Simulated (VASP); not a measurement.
A run of VASP 6.6.1:

Contents of INCAR:

```
ALGO = Normal ; EDIFF = 1E-6
EDIFFG = -0.005 ; ENCUT = 600
GGA = PE ; IBRION = 2
ISIF = 3 ; ISMEAR = -1
LASPH = True ; LCHARG = False
LREAL = False ; LWAVE = False
NELM = 80 ; NSW = 32
PREC = Accurate ; PSTRESS = 84.0
SIGMA = 0.1
```

Contents of KPOINTS:

```
k-points
0
Gamma
  13 13 7
```

File POSCAR:

```
Sb
1.0
    3.3210683133      0.0000000000      0.0000000000
   -1.6605341567      2.8761295270      0.0000000000
    0.0000000000      0.0000000000      5.1368977570
Sb
2
Direct
    0.3333333333      0.6666666667      0.2500000000
    0.6666666667      0.3333333333      0.7500000000
```

Potentials or basis: VASP PAW PBE potentials, release 64 (Sb).

Launch:

```console
$ cat potpaw_PBE.64/Sb/POTCAR > POTCAR
$ mpirun -np 1 vasp_std > vasp.out
```

Hardware: 1 thread of Intel Xeon 8259CL, on a shared host.

Q: Estimate the wall time of this run.

A: Run time: 74 s on 1 thread of Intel Xeon 8259CL (shared host), peak memory 0.21 GiB. Counts: scf iterations 18, k points 84, ion steps 3.
